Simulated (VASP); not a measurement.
# KTaO3 (Pm-3m) in VASP: further runs, part 2 of 2

VASP 6.6.1.

### 3 Single point, PBE, non-collinear spin, zero start, spin-orbit coupling

INCAR reads:

```
  ALGO = Normal
  EDIFF = 1E-7
  ENCUT = 520
  GGA = PE
  GGA_COMPAT = F
  ISIF = 2
  ISMEAR = 0
  LASPH = T
  LCHARG = F
  LMAXMIX = 4
  LNONCOLLINEAR = T
  LORBIT = 11
  LORBMOM = T
  LREAL = F
  LSORBIT = T
  LWAVE = F
  MAGMOM = 0 0 0 0 0 0 0 0 0 0 0 0 0 0 0
  NBANDS = 53
  NELM = 150
  PREC = Accurate
  SIGMA = 0.05
```

KPOINTS reads:

```
k-points
0
Gamma
  8 8 8
```

POSCAR reads:

```
KTaO3
1.0
    4.0244030898      0.0000000000      0.0000000000
    0.0000000000      4.0244030898      0.0000000000
    0.0000000000      0.0000000000      4.0244030898
K Ta O
1 1 3
Direct
    0.0000000000      0.0000000000      0.0000000000
    0.5000000000      0.5000000000      0.5000000000
    0.0000000000      0.5000000000      0.5000000000
    0.5000000000      0.5000000000      0.0000000000
    0.5000000000      0.0000000000      0.5000000000
```

Potentials or basis: VASP PAW PBE potentials, release 64 (K_sv, Ta_pv, O).

On the command line:

```sh
> cat potpaw_PBE.64/K_sv/POTCAR potpaw_PBE.64/Ta_pv/POTCAR potpaw_PBE.64/O/POTCAR > POTCAR
> mpirun -np 1 vasp_ncl > vasp.out
```

OUTCAR:

```text
EDIFF = 1E-7
   ENCUT = 520
   GGA = PE
   ISIF = 2
   ISMEAR = 0
   LASPH = T
   LNONCOLLINEAR = T
   LORBIT = 11
   LREAL = F
   LSORBIT = T
   NELM = 150
   PREC = Accurate

 ion  position               nearest neighbor table
   1  0.000  0.000  0.000-   3 2.85   4 2.85   5 2.85   3 2.85   5 2.85   3 2.85   4 2.85   3 2.85
                             4 2.85   5 2.85   5 2.85   4 2.85   2 3.49   2 3.49   2 3.49   2 3.49
   2  0.500  0.500  0.500-   3 2.01   4 2.01   5 2.01   4 2.01   5 2.01   3 2.01   1 3.49   1 3.49
                             1 3.49   1 3.49   1 3.49   1 3.49   1 3.49   1 3.49
   3  0.000  0.500  0.500-   2 2.01   2 2.01   1 2.85   1 2.85   1 2.85   1 2.85
   4  0.500  0.500  0.000-   2 2.01   2 2.01   1 2.85   1 2.85   1 2.85   1 2.85
   5  0.500  0.000  0.500-   2 2.01   2 2.01   1 2.85   1 2.85   1 2.85   1 2.85

  LATTYP: Found a simple cubic cell.
 ALAT       =     4.0244030898

  Lattice vectors:

 A1 = (   4.0244030898,   0.0000000000,   0.0000000000)
 A2 = (   0.0000000000,   4.0244030898,   0.0000000000)
 A3 = (   0.0000000000,   0.0000000000,   4.0244030898)

Analysis of symmetry for initial positions (statically):
=====================================================================
 Subroutine PRICEL returns:
 Original cell was already a primitive cell.

 Routine SETGRP: Setting up the symmetry group for a
 simple cubic supercell.

 Subroutine GETGRP returns: Found 48 space group operations
 (whereof 48 operations were pure point group operations)
 out of a pool of 48 trial point group operations.

The static configuration has the point symmetry O_h .

Analysis of symmetry for dynamics (positions and initial velocities):
=====================================================================
 Subroutine PRICEL returns:
 Original cell was already a primitive cell.

 Routine SETGRP: Setting up the symmetry group for a
 simple cubic supercell.

 Subroutine GETGRP returns: Found 48 space group operations
 (whereof 48 operations were pure point group operations)
 out of a pool of 48 trial point group operations.

The dynamic configuration has the point symmetry O_h .

Analysis of structural, dynamic, and magnetic symmetry:
=====================================================================
 Subroutine PRICEL returns:
 Original cell was already a primitive cell.

 Routine SETGRP: Setting up the symmetry group for a
 simple cubic supercell.

 Subroutine GETGRP returns: Found 48 space group operations
 (whereof 48 operations were pure point group operations)
 out of a pool of 48 trial point group operations.

The overall configuration has the point symmetry O_h .

 Subroutine INISYM returns: Found 48 space group operations
 (whereof 48 operations are pure point group operations),
 and found     1 'primitive' translations

----------------------------------------------------------------------------------------

                                     Primitive cell

  volume of cell :      65.1785

  direct lattice vectors                    reciprocal lattice vectors
     4.024403090  0.000000000  0.000000000     0.248484055  0.000000000  0.000000000
     0.000000000  4.024403090  0.000000000     0.000000000  0.248484055  0.000000000
     0.000000000  0.000000000  4.024403090     0.000000000  0.000000000  0.248484055

[... 1438 lines left out ...]
  energy-cutoff  :      520.00
  volume of cell :       65.18
      direct lattice vectors                 reciprocal lattice vectors
     4.024403090  0.000000000  0.000000000     0.248484055  0.000000000  0.000000000
     0.000000000  4.024403090  0.000000000     0.000000000  0.248484055  0.000000000
     0.000000000  0.000000000  4.024403090     0.000000000  0.000000000  0.248484055

 POSITION                                       TOTAL-FORCE (eV/Angst)
 -----------------------------------------------------------------------------------
      0.00000      0.00000      0.00000         0.000000      0.000000      0.000000
      2.01220      2.01220      2.01220         0.000000      0.000000      0.000000
      0.00000      2.01220      2.01220         0.000000      0.000000      0.000000
      2.01220      2.01220      0.00000         0.000000      0.000000      0.000000
      2.01220      0.00000      2.01220         0.000000      0.000000      0.000000
 -----------------------------------------------------------------------------------
    total drift:                                0.000000      0.000000      0.000000

  FREE ENERGIE OF THE ION-ELECTRON SYSTEM (eV)
  ---------------------------------------------------
  free  energy   TOTEN  =       -41.6759203895 eV

  energy  without entropy=      -41.6759203895  energy(sigma->0) =      -41.67592039

 orbital moment (x)

 # of ion     p       d       tot
 ----------------------------------------
  1        -0.000   0.000  -0.000
  2        -0.000  -0.000  -0.000
  3         0.000   0.000   0.000
  4        -0.000   0.000  -0.000
  5        -0.000   0.000  -0.000
 ----------------------------------------
           -0.000  -0.000  -0.000

 orbital moment (y)

 # of ion     p       d       tot
 ----------------------------------------
  1        -0.000  -0.000  -0.000
  2        -0.000   0.000   0.000
  3         0.000   0.000   0.000
  4         0.000   0.000   0.000
  5         0.000   0.000   0.000
 ----------------------------------------
           -0.000   0.000  -0.000

 orbital moment (z)

 # of ion     p       d       tot
 ----------------------------------------
  1         0.000   0.000   0.000
  2         0.000   0.000   0.000
  3         0.000   0.000   0.000
  4         0.000   0.000   0.000
  5         0.000   0.000   0.000
 ----------------------------------------
            0.000   0.000   0.000

 Spin-Orbit-Coupling matrix elements

 Ion:    1  E_soc:     -0.0079752
 l=   1
     0.0000000    -0.0013289    -0.0013289
    -0.0013289     0.0000000    -0.0013289
    -0.0013289    -0.0013289     0.0000000
 l=   2
     0.0000000    -0.0000000     0.0000000    -0.0000000    -0.0000003
    -0.0000000     0.0000000    -0.0000002    -0.0000000    -0.0000001
     0.0000000    -0.0000002     0.0000000    -0.0000002     0.0000000
    -0.0000000    -0.0000000    -0.0000002     0.0000000    -0.0000001
    -0.0000003    -0.0000001     0.0000000    -0.0000001     0.0000000
 l=   3
     0.0000000     0.0000000     0.0000000     0.0000000     0.0000000     0.0000000     0.0000000
     0.0000000     0.0000000     0.0000000     0.0000000     0.0000000     0.0000000     0.0000000
     0.0000000     0.0000000     0.0000000     0.0000000     0.0000000     0.0000000     0.0000000
     0.0000000     0.0000000     0.0000000     0.0000000     0.0000000     0.0000000     0.0000000
[... 69 lines left out ...]
 l=   2
     0.0000000     0.0000000     0.0000000     0.0000000     0.0000000
     0.0000000     0.0000000     0.0000000     0.0000000     0.0000000
     0.0000000     0.0000000     0.0000000     0.0000000     0.0000000
     0.0000000     0.0000000     0.0000000     0.0000000     0.0000000
     0.0000000     0.0000000     0.0000000     0.0000000     0.0000000
 l=   3
     0.0000000     0.0000000     0.0000000     0.0000000     0.0000000     0.0000000     0.0000000
     0.0000000     0.0000000     0.0000000     0.0000000     0.0000000     0.0000000     0.0000000
     0.0000000     0.0000000     0.0000000     0.0000000     0.0000000     0.0000000     0.0000000
     0.0000000     0.0000000     0.0000000     0.0000000     0.0000000     0.0000000     0.0000000
     0.0000000     0.0000000     0.0000000     0.0000000     0.0000000     0.0000000     0.0000000
     0.0000000     0.0000000     0.0000000     0.0000000     0.0000000     0.0000000     0.0000000
     0.0000000     0.0000000     0.0000000     0.0000000     0.0000000     0.0000000     0.0000000

 total charge

# of ion       s       p       d       tot
------------------------------------------
    1        1.961   5.604   0.045   7.610
    2        0.338   6.335   2.026   8.700
    3        1.561   3.505   0.000   5.067
    4        1.561   3.505   0.000   5.067
    5        1.561   3.505   0.000   5.067
--------------------------------------------------
tot          6.983  22.456   2.072  31.511

 magnetization (x)

# of ion       s       p       d       tot
------------------------------------------
    1        0.000   0.000   0.000   0.000
    2       -0.000   0.000   0.000  -0.000
    3       -0.000  -0.000   0.000  -0.000
    4        0.000  -0.000   0.000   0.000
    5        0.000  -0.000   0.000   0.000
--------------------------------------------------
tot          0.000  -0.000   0.000  -0.000

 magnetization (y)

# of ion       s       p       d       tot
------------------------------------------
    1        0.000  -0.000   0.000   0.000
    2        0.000   0.000   0.000   0.000
    3        0.000  -0.000   0.000  -0.000
    4       -0.000  -0.000   0.000  -0.000
    5       -0.000   0.000   0.000  -0.000
--------------------------------------------------
tot         -0.000  -0.000   0.000  -0.000

 magnetization (z)

# of ion       s       p       d       tot
------------------------------------------
    1        0.000   0.000  -0.000   0.000
    2       -0.000   0.000  -0.000  -0.000
    3       -0.000   0.000   0.000  -0.000
    4       -0.000   0.000   0.000   0.000
    5        0.000  -0.000   0.000   0.000
--------------------------------------------------
tot          0.000   0.000  -0.000  -0.000
```

It took 7.2 min on 1 thread of AMD EPYC 7R13, shared host; peak memory 0.36 GiB.

Results:

| Property | Result |
| --- | --- |
| Free energy | -41.6759 eV |
| Pressure | 0.8 GPa |
| Net moment | 0.00 μB per cell |
| Valence electrons inside the program's atomic spheres | K 7.61; Ta 8.70; O 5.07 |

Moments on the atoms (μB; x, y, z):
```
K   0.00 0.00 0.00
Ta  0.00 0.00 0.00
O   0.00 0.00 0.00
O   0.00 0.00 0.00
O   0.00 0.00 0.00
```

### 4 Single point, PBE (volume scaled by 0.945)

INCAR reads:

```
PREC     = Accurate       # precision mode
ENCUT    = 520            # plane-wave cutoff, eV
EDIFF    = 1E-6           # SCF threshold, eV
ISMEAR   = 0              # smearing method
SIGMA    = 0.05           # smearing width, eV
LREAL    = F              # projectors in reciprocal space
LASPH    = T              # aspherical terms in the spheres
NELM     = 60             # most SCF steps
ALGO     = Normal         # electronic algorithm
ISIF     = 2              # what is computed and relaxed
LWAVE    = F              # write WAVECAR
LCHARG   = T              # write CHGCAR
GGA      = PE             # functional
LELF     = T              # ELF
LVHAR    = T            
NBANDS   = 27             # bands
```

KPOINTS reads:

```
regular mesh
0
Gamma
  8 8 8
```

POSCAR: that of step 3 with these lines changed.

```diff
@@ -2,5 +2,5 @@
 1.0
-    4.0244030898      0.0000000000      0.0000000000
-    0.0000000000      4.0244030898      0.0000000000
-    0.0000000000      0.0000000000      4.0244030898
+    3.9492268097      0.0000000000      0.0000000000
+    0.0000000000      3.9492268097      0.0000000000
+    0.0000000000      0.0000000000      3.9492268097
 K Ta O
```

On the command line:

```sh
> cat potpaw_PBE.64/K_sv/POTCAR potpaw_PBE.64/Ta_pv/POTCAR potpaw_PBE.64/O/POTCAR > POTCAR
> mpirun -np 1 vasp_std > vasp.out
```

It took 65 s on 1 thread of AMD EPYC 7R13, shared host; peak memory 0.17 GiB.

The run converged. Its results:

```yaml
Free_energy: -40.9195 eV
Pressure: 12.9 GPa
Band_gap_on_the_k_mesh: 2.24 eV, indirect (least direct gap 2.85 eV)
```

Levels at points of the mesh, in eV from the valence-band top:
```csv
k point,band 16,band 17,band 18,band 19,band 20,band 21,band 22,band 23
"(0.00, 0.00, 0.00)",-1.11,-0.61,-0.61,-0.61,2.24,2.24,2.24,6.87
"(0.50, 0.00, 0.00)",-2.20,-1.59,-0.84,-0.84,2.41,5.22,5.22,7.15
"(0.50, 0.50, 0.00)",-1.59,-1.47,-1.47,-0.04,5.26,5.26,6.60,8.06
"(0.50, 0.50, 0.50)",-4.00,0.00,0.00,0.00,6.75,6.75,6.75,9.00
```

Caveat: spin-orbit coupling is left out, which moves the levels of the heavy elements. A k mesh can miss the band edges.

### 5 The runs side by side

```tsv
level	spin	cell	k mesh	grid for exact exchange (PRECFOCK)	screening parameter	gap on the mesh (eV)	pressure (GPa)
HSE06	off	a = 4.024 Å, 5 atoms	4 × 4 × 4	Fast	0.2079 1/Å	3.41	-5.4
PBE	non-collinear, zero start, SOC	a = 4.024 Å, 5 atoms	8 × 8 × 8	-	-	-	0.8
PBE	off	a = 3.949 Å, 5 atoms	8 × 8 × 8	-	-	2.24	12.9
```

Alike in all rows: task single point; potentials or basis VASP PAW PBE potentials, release 64 (K_sv, Ta_pv, O); cutoff (eV) 520; smearing gaussian 0.05 eV.

Caveats: spin-orbit coupling is left out, which moves the levels of the heavy elements (some runs); the PAW data sets were made with another functional, which shifts forces and pressure a little (some runs).

Total energies depend on the potentials used, so only differences within one code and one set of settings carry meaning.
